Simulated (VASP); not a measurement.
# Tl (Im-3m) in VASP: relaxation of cell and atoms with PBE

Aim: the relaxation of cell and atoms of Tl with PBE.

All numbers are computed with VASP 6.6.1; they aren't measurements. Logs are shortened: lines on timing, memory, paths and dates and some standing lists are left out, and cuts for length are marked.

## 1. The cell of the first run

The structure is cubic, space group Im-3m (No. 229). The conventional cell has a = 3.767 Å, b = 3.767 Å, c = 3.767 Å, α = 90.00°, β = 90.00°, γ = 90.00°. Within 4.3 Å of Tl (site symmetry m-3m) lie 14 Tl at 3.26 to 3.77 Å.

This isn't the form of Tl at room conditions, which is hcp.

## 2. Relaxation of cell and atoms, PBE

INCAR

```
SYSTEM = Tl
PREC = Accurate ; ENCUT = 600
EDIFF = 1E-6 ; ISMEAR = -1
SIGMA = 0.05 ; LREAL = .FALSE.
LASPH = .TRUE. ; NELM = 60
ALGO = Normal ; ISIF = 3
LWAVE = .FALSE. ; LCHARG = .FALSE.
GGA = PE ; IBRION = 2
NSW = 100 ; EDIFFG = -0.005
```

KPOINTS

```
Automatic mesh
0
G
  12 12 12
  0 0 0
```

POSCAR

```
Tl
1.0
   -1.8832839728      1.8832839728      1.8832839728
    1.8832839728     -1.8832839728      1.8832839728
    1.8832839728      1.8832839728     -1.8832839728
Tl
1
Direct
    0.0000000000      0.0000000000      0.0000000000
```

Potentials or basis: VASP PAW PBE potentials, release 64 (Tl_d).

Launch:

```sh
$ cat potpaw_PBE.64/Tl_d/POTCAR > POTCAR
$ mpirun -np 1 vasp_std > vasp.out
```

OUTCAR:

```text
SYSTEM = Tl
   PREC = Accurate
   ENCUT = 600
   EDIFF = 1E-6
   ISMEAR = -1
   LREAL = .FALSE.
   LASPH = .TRUE.
   NELM = 60
   ISIF = 3
   GGA = PE
   IBRION = 2
   NSW = 100
   EDIFFG = -0.005

 ion  position               nearest neighbor table
   1  0.000  0.000  0.000-

  LATTYP: Found a body centered cubic cell.
 ALAT       =     3.7665679456

  Lattice vectors:

 A1 = (  -1.8832839728,   1.8832839728,   1.8832839728)
 A2 = (   1.8832839728,  -1.8832839728,   1.8832839728)
 A3 = (   1.8832839728,   1.8832839728,  -1.8832839728)

Analysis of symmetry for initial positions (statically):
=====================================================================
 Subroutine PRICEL returns:
 Original cell was already a primitive cell.

 Routine SETGRP: Setting up the symmetry group for a
 body centered cubic supercell.

 Subroutine GETGRP returns: Found 48 space group operations
 (whereof 48 operations were pure point group operations)
 out of a pool of 48 trial point group operations.

The static configuration has the point symmetry O_h .

Analysis of symmetry for dynamics (positions and initial velocities):
=====================================================================
 Subroutine PRICEL returns:
 Original cell was already a primitive cell.

 Routine SETGRP: Setting up the symmetry group for a
 body centered cubic supercell.

 Subroutine GETGRP returns: Found 48 space group operations
 (whereof 48 operations were pure point group operations)
 out of a pool of 48 trial point group operations.

The dynamic configuration has the point symmetry O_h .

 Subroutine INISYM returns: Found 48 space group operations
 (whereof 48 operations are pure point group operations),
 and found     1 'primitive' translations

----------------------------------------------------------------------------------------

                                     Primitive cell

  volume of cell :      26.7182

  direct lattice vectors                    reciprocal lattice vectors
    -1.883283973  1.883283973  1.883283973     0.000000000  0.265493684  0.265493684
     1.883283973 -1.883283973  1.883283973     0.265493684  0.000000000  0.265493684
     1.883283973  1.883283973 -1.883283973     0.265493684  0.265493684  0.000000000

  length of vectors
     3.261943526  3.261943526  3.261943526     0.375464769  0.375464769  0.375464769

  position of ions in fractional coordinates (direct lattice)
     0.000000000  0.000000000  0.000000000

  ion indices of the primitive-cell ions
   primitive index   ion index
                 1           1

----------------------------------------------------------------------------------------

 KPOINTS: Automatic mesh

Automatic generation of k-mesh.
 Grid dimensions read from file:
 generate k-points for:   12   12   12

 Generating k-lattice:

  Cartesian coordinates                     Fractional coordinates (reciprocal lattice)
     0.000000000  0.022124474  0.022124474     0.083333333  0.000000000  0.000000000
     0.022124474  0.000000000  0.022124474     0.000000000  0.083333333  0.000000000
     0.022124474  0.022124474  0.000000000     0.000000000  0.000000000  0.083333333

  Length of vectors
     0.031288731  0.031288731  0.031288731

  Shift w.r.t. Gamma in fractional coordinates (k-lattice)
     0.000000000  0.000000000  0.000000000

 Subroutine IBZKPT returns following result:
 ===========================================

 Found     72 irreducible k-points:

 Following reciprocal coordinates:
            Coordinates               Weight
  0.000000  0.000000  0.000000      1.000000
  0.083333  0.000000  0.000000     12.000000
  0.166667  0.000000  0.000000     12.000000
  0.250000  0.000000  0.000000     12.000000
  0.333333  0.000000  0.000000     12.000000
  0.416667  0.000000  0.000000     12.000000
[... 16 lines left out ...]
  0.333333  0.083333  0.083333     24.000000
  0.416667  0.083333  0.083333     12.000000
 [... further k-points ...]
   k-points           NKPTS =     72   k-points in BZ     NKDIM =     72   number of bands    NBANDS=     10
   number of dos      NEDOS =    301   number of ions     NIONS =      1
   total plane-waves  NPLWV =  21952
   dimension x,y,z NGX =    28 NGY =   28 NGZ =   28
   dimension x,y,z NGXF=    56 NGYF=   56 NGZF=   56
   ions per type =               1
   NGX,Y,Z   is equivalent  to a cutoff of  14.27, 14.27, 14.27 a.u.
   NGXF,Y,Z  is equivalent  to a cutoff of  28.54, 28.54, 28.54 a.u.
 SYSTEM =  Tl
   PREC   = accura    normal or accurate (medium, high low for compatibility)
   ISTART =      0    job   : 0-new  1-cont  2-samecut
   ICHARG =      2    charge: 1-file 2-atom 10-const
   ISPIN  =      1    spin polarized calculation?
   LNONCOLLINEAR =      F non collinear calculations
   LSORBIT =      F    spin-orbit coupling
   LASPH  =      T    aspherical Exc in radial PAW
   ENCUT  =  600.0 eV  44.10 Ry    6.64 a.u.   6.51  6.51  6.51*2*pi/ulx,y,z
   NELM   =     60;   NELMIN=  2; NELMDL= -5     # of ELM steps
   EDIFF  = 0.1E-05   stopping-criterion for ELM
   LREAL  =      F    real-space projection
   EDIFFG = -.5E-02   stopping-criterion for IOM
   NSW    =    100    number of steps for IOM
   IBRION =      2    ionic relax: 0-MD 1-quasi-New 2-CG
   NFREE  =      1    steps in history (QN), initial steepest desc. (CG)
   ISIF   =      3    stress and relaxation
   ISYM   =      2    0-nonsym 1-usesym 2-fastsym
   POTIM  = 0.5000    time-step for ionic-motion
   TEBEG  =    0.0;   TEEND  =   0.0 temperature during run
   PSTRESS=    0.0 pullay stress
   NELECT =      13.0000    total number of electrons
   NUPDOWN=      -1.0000    fix difference up-down
   EMIN   =  10.00;   EMAX   =-10.00  energy-range for DOS
   EFERMI =   0.00;   METHOD = LEGACY
   ISMEAR =    -1;   SIGMA  =   0.05  broadening in eV -4-tet -1-fermi 0-gaus
   EFERMI_NEDOS =   21; number of points for ismear=-14 and -15
   IALGO  =     38    algorithm
   IMIX   =      4    mixing-type and parameters
     AMIX     =   0.40;   BMIX     =  1.00
     AMIX_MAG =   1.60;   BMIX_MAG =  1.00
  volume/ion in A,a.u.               =      26.72       180.30
  Fermi-wavevector in a.u.,A,eV,Ry     =   1.287617  2.433244 22.557893  1.657958
  Thomas-Fermi vector in A             =   2.419621
   LORBIT       =      0    0 simple, 1 ext, 2 COOP (PROOUT), +10 PAW based schemes
   GGA     = PE    functional components
   LHFCALC =     F    Hartree Fock is set to
   AEXX    =    0.0000 exact exchange contribution
   IVDW    =     0    specifies the selected vdW correction
   LEPSILON=     F    determine dielectric tensor
   LRPA    =     F    only Hartree local field effects (RPA)
 conjugate gradient relaxation of ions
 non-spin polarized calculation
  energy-cutoff  :      600.00
  volume of cell :       26.72
 maximum number of plane-waves:       935
 NGX is ok and might be reduce to    28
   NGX = 13   NGY = 13   NGZ = 13

--------------------------------------- Ionic step        1  -------------------------------------------

 number of electron      13.0000003 magnetization

 Free energy of the ion-electron system (eV)
  ---------------------------------------------------
  ext. energy  EPLUGINS =         0.00000000
  ---------------------------------------------------
  free energy    TOTEN  =        -2.13838153 eV

  energy without entropy =       -2.13366890  energy(sigma->0) =       -2.13602521

 E-fermi :   7.3135     XC(G=0): -10.5381

 val. band max:        7.2788421198   @ k =   0.2500   0.2500   0.0000
 cond. band min:       7.3205917302   @ k =  -0.4167   0.4167   0.2500
 fundamental gap:      0.0417496104
 Fermi energy:         7.3134578544

 k-point     1 :       0.0000    0.0000    0.0000
  band No.  band energies     occupation
      1      -4.4738      2.00000
      2      -4.4738      2.00000
      3      -4.4738      2.00000
      4      -3.9678      2.00000
      5      -3.9678      2.00000
      6      -3.2066      2.00000
      7      18.9237      0.00000
      8      18.9237      0.00000
      9      18.9237      0.00000
     10      19.8148      0.00000

 k-point     2 :       0.0833    0.0000    0.0000
  band No.  band energies     occupation
      1      -4.4889      2.00000
      2      -4.4649      2.00000
      3      -4.4222      2.00000
      4      -3.9844      2.00000
      5      -3.9679      2.00000
      6      -3.0375      2.00000
      7      17.1767      0.00000
      8      18.2924      0.00000
      9      18.4515      0.00000
     10      19.4086      0.00000

 k-point     3 :       0.1667    0.0000    0.0000
  band No.  band energies     occupation
      1      -4.5300      2.00000
      2      -4.4636      2.00000
      3      -4.2780      2.00000
      4      -4.0214      2.00000
      5      -3.9677      2.00000
      6      -2.5125      2.00000
      7      14.1444      0.00000
      8      16.9746      0.00000
      9      17.3533      0.00000
     10      18.8875      0.00000
[... 391 lines left out ...]
 VOLUME and BASIS-vectors are now :
 -----------------------------------------------------------------------------
  energy-cutoff  :      600.00
  volume of cell :       31.29
      direct lattice vectors                 reciprocal lattice vectors
    -1.985118989  1.985118989  1.985118989     0.000000000  0.251874070  0.251874070
     1.985118989 -1.985118989  1.985118989     0.251874070  0.000000000  0.251874070
     1.985118989  1.985118989 -1.985118989     0.251874070  0.251874070  0.000000000

 POSITION                                       TOTAL-FORCE (eV/Angst)
 -----------------------------------------------------------------------------------
      0.00000      0.00000      0.00000         0.000000      0.000000      0.000000
 -----------------------------------------------------------------------------------
    total drift:                               -0.000000     -0.000000     -0.000000

  FREE ENERGIE OF THE ION-ELECTRON SYSTEM (eV)
  ---------------------------------------------------
  free  energy   TOTEN  =        -2.2176076161 eV

  energy  without entropy=       -2.2107876062  energy(sigma->0) =       -2.21419761

--------------------------------------- Ionic step        5  -------------------------------------------

 number of electron      12.9999998 magnetization

 Free energy of the ion-electron system (eV)
  ---------------------------------------------------
  ext. energy  EPLUGINS =         0.00000000
  ---------------------------------------------------
  free energy    TOTEN  =        -2.21758716 eV

  energy without entropy =       -2.21079926  energy(sigma->0) =       -2.21419321

 E-fermi :   5.6550     XC(G=0):  -9.7607

 val. band max:        5.5907236142   @ k =   0.2500   0.2500   0.0000
 cond. band min:       5.6869611191   @ k =  -0.4167   0.4167   0.2500
 fundamental gap:      0.0962375049
 Fermi energy:         5.6549932747

 k-point     1 :       0.0000    0.0000    0.0000
  band No.  band energies     occupation
      1      -5.8719      2.00000
      2      -5.8719      2.00000
      3      -5.8719      2.00000
      4      -5.5233      2.00000
      5      -5.5233      2.00000
      6      -3.7802      2.00000
      7      15.6225      0.00000
      8      15.6225      0.00000
      9      15.6225      0.00000
     10      17.8189      0.00000

 k-point     2 :       0.0833    0.0000    0.0000
  band No.  band energies     occupation
      1      -5.8817      2.00000
      2      -5.8641      2.00000
      3      -5.8358      2.00000
      4      -5.5339      2.00000
      5      -5.5235      2.00000
      6      -3.6349      2.00000
      7      14.1448      0.00000
      8      15.1124      0.00000
      9      15.3490      0.00000
     10      17.1869      0.00000

 k-point     3 :       0.1667    0.0000    0.0000
  band No.  band energies     occupation
      1      -5.9083      2.00000
      2      -5.8540      2.00000
      3      -5.7357      2.00000
      4      -5.5579      2.00000
      5      -5.5240      2.00000
      6      -3.1918      2.00000
      7      11.5294      0.00000
      8      14.0305      0.00000
      9      14.6276      0.00000
     10      16.4094      0.00000
[... 286 lines left out ...]
 VOLUME and BASIS-vectors are now :
 -----------------------------------------------------------------------------
  energy-cutoff  :      600.00
  volume of cell :       31.22
      direct lattice vectors                 reciprocal lattice vectors
    -1.983657107  1.983657107  1.983657107     0.000000000  0.252059692  0.252059692
     1.983657107 -1.983657107  1.983657107     0.252059692  0.000000000  0.252059692
     1.983657107  1.983657107 -1.983657107     0.252059692  0.252059692  0.000000000

 POSITION                                       TOTAL-FORCE (eV/Angst)
 -----------------------------------------------------------------------------------
      0.00000      0.00000      0.00000         0.000000     -0.000000      0.000000
 -----------------------------------------------------------------------------------
    total drift:                               -0.000000     -0.000000     -0.000000

  FREE ENERGIE OF THE ION-ELECTRON SYSTEM (eV)
  ---------------------------------------------------
  free  energy   TOTEN  =        -2.2175871589 eV

  energy  without entropy=       -2.2107992554  energy(sigma->0) =       -2.21419321

 reached required accuracy - stopping structural energy minimisation
```

Wall time 31 s (1 thread of Intel Xeon Platinum 8488C (Sapphire Rapids), shared host); peak memory 0.18 GiB.

What came out:

```
Free energy                           : -2.2176 eV
Relaxed volume                        : 31.22 Å³/atom
Relaxed cell                          : a = 3.436 Å, b = 3.436 Å, c = 3.436 Å, α = 109.47°, β = 109.47°, γ = 109.47°
Space group after relaxing (to 0.1 Å) : Im-3m (No. 229)
Energy gained by relaxing             : 79.2 meV/atom
Ionic steps                           : 5
Pressure after relaxing               : 0.0 GPa
Band gap on the k mesh                : zero (an odd number of electrons rules out a gap without spin polarisation)
```

Step by step:
| step | energy change (eV) | largest force (eV/Å) | pressure (GPa) | volume (Å³) |
| --- | --- | --- | --- | --- |
| 1 | 0.0000 | 0.0000 | 6.57 | 26.72 |
| 2 | -0.0792 | 0.0000 | 0.13 | 31.18 |
| 3 | -0.0792 | 0.0000 | -0.06 | 31.34 |
| 4 | -0.0792 | 0.0000 | -0.03 | 31.29 |
| 5 | -0.0792 | 0.0000 | 0.01 | 31.22 |

Final structure:
```
Tl
1.0
    -1.98366    1.98366    1.98366
     1.98366   -1.98366    1.98366
     1.98366    1.98366   -1.98366
Tl
1
Direct
  0.00000 0.00000 0.00000
```

Levels at points of the mesh, in eV from the Fermi level:
```tsv
k point	band 4	band 5	band 6	band 7	band 8	band 9
(0.00, 0.00, 0.00)	-11.18	-11.18	-9.44	9.97	9.97	9.97
(0.50, 0.00, 0.00)	-11.18	-10.95	-5.03	-2.36	5.50	6.90
(0.50, 0.50, 0.50)	-11.01	-11.01	-2.03	1.48	1.48	1.48
```

Caveat: the volume moved by over 15 % at a fixed basis, so the end points are rough; spin-orbit coupling is left out, which moves the levels of the heavy elements.
